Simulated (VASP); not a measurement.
# InP (I-4m2) in VASP: a series of runs, part 2 of 2

VASP 6.6.1. Earlier steps stand in the parts before.

## Step 3: Single point, r2SCAN (biaxial xy strain -1.3%)

File POSCAR:

```
InP
1.0
    0.0000000000      2.9145022615      2.9537876370
    2.9145022615      0.0000000000      2.9537876370
    2.9145022615      2.9145022615      0.0000000000
In P
1 1
Direct
    0.0000000000      0.0000000000      0.0000000000
    0.2500000000      0.2500000000      0.2500000000
```

File INCAR.step1:

```
SYSTEM = InP
ALGO     = Normal         ! electronic algorithm
EDIFF    = 1E-4           ! SCF threshold, eV
ENCUT    = 520            ! plane-wave cutoff, eV
GGA      = PE             ! functional
ISMEAR   = 0              ! smearing method
LASPH    = .True.         ! aspherical terms in the spheres
LCHARG   = .False.        ! write CHGCAR
LREAL    = .False.        ! projectors in reciprocal space
LWAVE    = .True.         ! write WAVECAR
NBANDS   = 16             ! bands
NELM     = 60             ! most SCF steps
PREC     = Accurate       ! precision mode
SIGMA    = 0.01           ! smearing width, eV
```

File INCAR.step2:

```
SYSTEM = InP
ALGO     = Normal         ! electronic algorithm
EDIFF    = 1E-7           ! SCF threshold, eV
ENCUT    = 520            ! plane-wave cutoff, eV
ISIF     = 2              ! what is computed and relaxed
ISMEAR   = 0              ! smearing method
ISTART   = 1            
LASPH    = .True.         ! aspherical terms in the spheres
LCHARG   = .False.        ! write CHGCAR
LMIXTAU  = .True.       
LREAL    = .False.        ! projectors in reciprocal space
LWAVE    = .False.        ! write WAVECAR
METAGGA  = R2SCAN         ! meta-GGA
NBANDS   = 16             ! bands
NELM     = 60             ! most SCF steps
PREC     = Accurate       ! precision mode
SIGMA    = 0.01           ! smearing width, eV
```

File KPOINTS:

```
k-points
0
Gamma
  8 8 8
  0 0 0
```

Potentials or basis: VASP PAW PBE potentials, release 64 (In_d, P).

Command:

```sh
> cat potpaw_PBE.64/In_d/POTCAR potpaw_PBE.64/P/POTCAR > POTCAR
> cp INCAR.step1 INCAR
> mpirun -np 1 vasp_std > vasp.out
> cp INCAR.step2 INCAR
> mpirun -np 1 vasp_std > vasp.out
```

OUTCAR:

```text
SYSTEM = InP
   EDIFF = 1E-7
   ENCUT = 520
   ISIF = 2
   ISMEAR = 0
   ISTART = 1
   LASPH = .True.
   LREAL = .False.
   METAGGA = R2SCAN
   NELM = 60
   PREC = Accurate

 ion  position               nearest neighbor table
   1  0.000  0.000  0.000-   2 2.54   2 2.54   2 2.54   2 2.54
   2  0.250  0.250  0.250-   1 2.54   1 2.54   1 2.54   1 2.54

  LATTYP: Found a body centered tetragonal cell.
 ALAT       =     4.1217286258
 C/A-ratio  =     1.4332761349

  Lattice vectors:

 A1 = (  -2.9145022615,   0.0000000000,   2.9537876370)
 A2 = (   2.9145022615,   0.0000000000,   2.9537876370)
 A3 = (   0.0000000000,   2.9145022615,  -2.9537876370)

Analysis of symmetry for initial positions (statically):
=====================================================================
 Subroutine PRICEL returns:
 Original cell was already a primitive cell.

 Routine SETGRP: Setting up the symmetry group for a
 body centered tetragonal supercell.

 Subroutine GETGRP returns: Found  8 space group operations
 (whereof  8 operations were pure point group operations)
 out of a pool of 16 trial point group operations.

The static configuration has the point symmetry D_2d.

Analysis of symmetry for dynamics (positions and initial velocities):
=====================================================================
 Subroutine PRICEL returns:
 Original cell was already a primitive cell.

 Routine SETGRP: Setting up the symmetry group for a
 body centered tetragonal supercell.

 Subroutine GETGRP returns: Found  8 space group operations
 (whereof  8 operations were pure point group operations)
 out of a pool of 16 trial point group operations.

The dynamic configuration has the point symmetry D_2d.

 Subroutine INISYM returns: Found  8 space group operations
 (whereof  8 operations are pure point group operations),
 and found     1 'primitive' translations

----------------------------------------------------------------------------------------

                                     Primitive cell

  volume of cell :      50.1809

  direct lattice vectors                    reciprocal lattice vectors
     0.000000000  2.914502262  2.953787637    -0.171555880  0.171555880  0.169274187
     2.914502262  0.000000000  2.953787637     0.171555880 -0.171555880  0.169274187
     2.914502262  2.914502262  0.000000000     0.171555880  0.171555880 -0.169274187

  length of vectors
     4.149600564  4.149600564  4.121728626     0.295832030  0.295832030  0.295832030

  position of ions in fractional coordinates (direct lattice)
     0.000000000  0.000000000  0.000000000
     0.250000000  0.250000000  0.250000000

  ion indices of the primitive-cell ions
   primitive index   ion index
                 1           1
                 2           2

----------------------------------------------------------------------------------------

 KPOINTS: k-points

Automatic generation of k-mesh.
 Grid dimensions read from file:
 generate k-points for:    8    8    8

 Generating k-lattice:

  Cartesian coordinates                     Fractional coordinates (reciprocal lattice)
    -0.021444485  0.021444485  0.021159273     0.125000000  0.000000000  0.000000000
     0.021444485 -0.021444485  0.021159273     0.000000000  0.125000000  0.000000000
     0.021444485  0.021444485 -0.021159273     0.000000000  0.000000000  0.125000000

  Length of vectors
     0.036979004  0.036979004  0.036979004

  Shift w.r.t. Gamma in fractional coordinates (k-lattice)
     0.000000000  0.000000000  0.000000000

 Subroutine IBZKPT returns following result:
 ===========================================

 Found     59 irreducible k-points:

 Following reciprocal coordinates:
            Coordinates               Weight
  0.000000  0.000000  0.000000      1.000000
  0.125000  0.000000  0.000000      8.000000
  0.250000  0.000000  0.000000      8.000000
  0.375000  0.000000  0.000000      8.000000
  0.500000  0.000000  0.000000      4.000000
  0.125000  0.125000  0.000000      2.000000
[... 16 lines left out ...]
  0.250000  0.000000  0.125000     16.000000
  0.375000  0.000000  0.125000     16.000000
 [... further k-points ...]
   k-points           NKPTS =     59   k-points in BZ     NKDIM =     59   number of bands    NBANDS=     16
   number of dos      NEDOS =    301   number of ions     NIONS =      2
   total plane-waves  NPLWV =  32768
   dimension x,y,z NGX =    32 NGY =   32 NGZ =   32
   dimension x,y,z NGXF=    64 NGYF=   64 NGZF=   64
   ions per type =               1   1
   NGX,Y,Z   is equivalent  to a cutoff of  12.82, 12.82, 12.91 a.u.
   NGXF,Y,Z  is equivalent  to a cutoff of  25.64, 25.64, 25.81 a.u.
 SYSTEM =  InP
   PREC   = accura    normal or accurate (medium, high low for compatibility)
   ISTART =      1    job   : 0-new  1-cont  2-samecut
   ICHARG =      0    charge: 1-file 2-atom 10-const
   ISPIN  =      1    spin polarized calculation?
   LNONCOLLINEAR =      F non collinear calculations
   LSORBIT =      F    spin-orbit coupling
   LASPH  =      T    aspherical Exc in radial PAW
   ENCUT  =  520.0 eV  38.22 Ry    6.18 a.u.   7.72  7.72  7.66*2*pi/ulx,y,z
   NELM   =     60;   NELMIN=  2; NELMDL=  0     # of ELM steps
   EDIFF  = 0.1E-06   stopping-criterion for ELM
   LREAL  =      F    real-space projection
   EDIFFG = 0.1E-05   stopping-criterion for IOM
   NSW    =      0    number of steps for IOM
   IBRION =     -1    ionic relax: 0-MD 1-quasi-New 2-CG
   NFREE  =      0    steps in history (QN), initial steepest desc. (CG)
   ISIF   =      2    stress and relaxation
   ISYM   =      2    0-nonsym 1-usesym 2-fastsym
   POTIM  = 0.5000    time-step for ionic-motion
   TEBEG  =    0.0;   TEEND  =   0.0 temperature during run
   PSTRESS=    0.0 pullay stress
   NELECT =      18.0000    total number of electrons
   NUPDOWN=      -1.0000    fix difference up-down
   EMIN   =  10.00;   EMAX   =-10.00  energy-range for DOS
   EFERMI =   0.00;   METHOD = LEGACY
   ISMEAR =     0;   SIGMA  =   0.01  broadening in eV -4-tet -1-fermi 0-gaus
   EFERMI_NEDOS =   21; number of points for ismear=-14 and -15
   IALGO  =     38    algorithm
   IMIX   =      4    mixing-type and parameters
     AMIX     =   0.40;   BMIX     =  1.00
     AMIX_MAG =   1.60;   BMIX_MAG =  1.00
  volume/ion in A,a.u.               =      25.09       169.32
  Fermi-wavevector in a.u.,A,eV,Ry     =   1.163196  2.198122 18.409029  1.353025
  Thomas-Fermi vector in A             =   2.299749
   LORBIT       =      0    0 simple, 1 ext, 2 COOP (PROOUT), +10 PAW based schemes
   METAGGA = R2SCAN    functional components
   LHFCALC =     F    Hartree Fock is set to
   AEXX    =    0.0000 exact exchange contribution
   IVDW    =     0    specifies the selected vdW correction
   LEPSILON=     F    determine dielectric tensor
   LRPA    =     F    only Hartree local field effects (RPA)
 non-spin polarized calculation
 Gauss-broadening in eV      SIGMA  =   0.01
  energy-cutoff  :      520.00
  volume of cell :       50.18
 maximum number of plane-waves:      1379
   NGX = 15   NGY = 15   NGZ = 15

 number of electron      18.0000004 magnetization

 Free energy of the ion-electron system (eV)
  ---------------------------------------------------
  ext. energy  EPLUGINS =         0.00000000
  ---------------------------------------------------
  free energy    TOTEN  =       -32.28915301 eV

  energy without entropy =      -32.28915301  energy(sigma->0) =      -32.28915301

 E-fermi :   5.1746     XC(G=0):  -9.8961

 val. band max:        5.0681303436   @ k =   0.0000   0.0000   0.0000
 cond. band min:       6.2315579098   @ k =   0.0000   0.0000   0.0000
 fundamental gap:      1.1634275662
 Fermi energy:         5.1745974902

 k-point     1 :       0.0000    0.0000    0.0000
  band No.  band energies     occupation
      1      -9.6198      2.00000
      2      -9.6138      2.00000
      3      -9.6138      2.00000
      4      -9.4357      2.00000
      5      -9.4340      2.00000
      6      -6.9759      2.00000
[... 8 lines left out ...]
     15      14.8635      0.00000
     16      15.0797      0.00000
[... 419 lines left out ...]
 k-point    24 :       0.3750    0.0000    0.1250
  band No.  band energies     occupation
      1      -9.7346      2.00000
      2      -9.5723      2.00000
      3      -9.5658      2.00000
      4      -9.4439      2.00000
      5      -9.4174      2.00000
      6      -5.6459      2.00000
[... 8 lines left out ...]
     15      15.5895      0.00000
     16      15.7319      0.00000

 [... further k-points ...]

------------------------ aborting loop because EDIFF is reached ----------------------------------------

  FORCE on cell =-STRESS in cart. coord.  units (eV):
  Direction    XX          YY          ZZ          XY          YZ          ZX
  --------------------------------------------------------------------------------------
  -------------------------------------------------------------------------------------
  Total        0.6250159      0.6250159      0.4345388      0.0000000      0.0000000     -0.0000000
  in kB       19.9555456     19.9555456     13.8739807      0.0000000      0.0000000     -0.0000000
  external PRESSURE =      17.9283573 kB  Pullay stress =       0.0000000 kB

 VOLUME and BASIS-vectors are now :
 -----------------------------------------------------------------------------
  energy-cutoff  :      520.00
  volume of cell :       50.18
      direct lattice vectors                 reciprocal lattice vectors
     0.000000000  2.914502262  2.953787637    -0.171555880  0.171555880  0.169274187
     2.914502262  0.000000000  2.953787637     0.171555880 -0.171555880  0.169274187
     2.914502262  2.914502262  0.000000000     0.171555880  0.171555880 -0.169274187

 POSITION                                       TOTAL-FORCE (eV/Angst)
 -----------------------------------------------------------------------------------
      0.00000      0.00000      0.00000        -0.000000      0.000000     -0.000000
      1.45725      1.45725      1.47689         0.000000     -0.000000      0.000000
 -----------------------------------------------------------------------------------
    total drift:                               -0.000003     -0.000003      0.000001

  FREE ENERGIE OF THE ION-ELECTRON SYSTEM (eV)
  ---------------------------------------------------
  free  energy   TOTEN  =       -32.2891530126 eV

  energy  without entropy=      -32.2891530126  energy(sigma->0) =      -32.28915301
```

Wall time 3.5 min (1 thread of Intel Xeon 8259CL, shared host); peak memory 0.21 GiB.

Results:

| Quantity | Value |
| --- | --- |
| Free energy | -32.2892 eV |
| Pressure | 1.8 GPa |
| Band gap on the k mesh | 1.16 eV, direct |

Stress tensor (GPa, compression positive):
```
2.00 0.00 0.00
0.00 2.00 0.00
0.00 0.00 1.39
```

Levels at points of the mesh, in eV from the valence-band top:
```
           k point  band 6  band 7  band 8  band 9  band 10  band 11  band 12  band 13
(0.00, 0.00, 0.00)  -12.04   -0.07    0.00    0.00     1.16     4.41     4.41     4.43
(0.50, 0.00, 0.00)  -10.23   -5.92   -1.08   -0.99     1.85     5.09     5.19     7.54
(0.50, 0.50, 0.00)   -9.58   -5.97   -2.39   -2.39     2.03     2.61     9.79    10.32
(0.50, 0.00, 0.50)   -9.53   -5.88   -2.47   -2.47     1.95     2.48     9.93    10.26
```

Caveat: the cell differs from its parent crystal (biaxial xy strain -1.3%); the PAW data sets were made with another functional, which shifts forces and pressure a little; spin-orbit coupling is left out, which moves the levels of the heavy elements.
